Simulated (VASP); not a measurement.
A run of VASP 6.6.1:

File INCAR:

```
SYSTEM = Na
ALGO = Normal ; EDIFF = 1E-7
ENCUT = 520 ; GGA = PE
ISIF = 2 ; ISMEAR = -1
LASPH = .TRUE. ; LCHARG = .FALSE.
LREAL = .FALSE. ; LWAVE = .FALSE.
NBANDS = 10 ; NELM = 100
PREC = Accurate ; SIGMA = 0.1
```

Contents of KPOINTS:

```
k-points
0
G
  14 14 14
  0 0 0
```

POSCAR

```
Na
1.0
    0.0000000000      2.5045995325      2.5045995325
    2.5045995325      0.0000000000      2.5045995325
    2.5045995325      2.5045995325      0.0000000000
Na
1
Direct
    0.0000000000      0.0000000000      0.0000000000
```

Potentials or basis: VASP PAW PBE potentials, release 64 (Na_pv).

Launch:

```bash
$ cat potpaw_PBE.64/Na_pv/POTCAR > POTCAR
$ mpirun -np 1 vasp_std > vasp.out
```

Hardware: 1 thread of Intel(R) Xeon(R) 6975P-C (Granite Rapids) (shared host).

**Question.** Estimate the wall time of this run.

**Answer.** Run time: 9.1 s on 1 thread of Intel(R) Xeon(R) 6975P-C (Granite Rapids), on a shared host, peak memory 0.16 GiB. Counts: scf iterations 9, k points 104.
